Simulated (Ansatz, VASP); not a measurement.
One calculation of Cr, two programs

```
Cr
1.0
     2.58400    0.00000    0.00000
    -1.29200    2.23781    0.00000
     0.00000    0.00000    8.17912
Cr
4
Cartesian
  0.0000 1.4919 3.0903
  1.2920 0.7459 7.1799
  1.2920 0.7459 5.0888
  0.0000 1.4919 0.9993
```

Alike in both runs: functional r2SCAN; k mesh 6 × 6 × 4; occupations gaussian, width 0.1 eV; collinear spin.

Ansatz relaxed the structure, and its values are those at the end. VASP's run is a single point on that final structure, the one shown.

```csv
,VASP,Ansatz
version,VASP 6.6.1,Ansatz 0.2.0
potentials or method,"VASP PAW PBE potentials, release 64 (Cr_pv), cutoff 520 eV","scalar-relativistic, plane waves, PAW"
valence electrons in the cell,48,56
```

```csv
,VASP,Ansatz,Ansatz less VASP
gap on the k mesh at the Fermi level (eV),none,none,-
pressure (GPa),1.1,-0.1,-1.21
rms of the force components (eV/Å),0.099,0.007,-0.0920
net moment per atom (μB),0.00,0.00,0.000
```

VASP's potentials were made for PBE, not for r2SCAN. A gap of «none» marks a metal or a gap that the smearing closes. The functional is the same, so the differences come from potentials, cutoffs and numerics. VASP's potentials hold 48 valence electrons a cell and Ansatz's 56, so a difference there can come from the potentials and not from the codes. Ansatz's warnings: lower free energy seen, seeded moment not kept.

The k mesh is coarse, so the values compare programs but aren't converged.
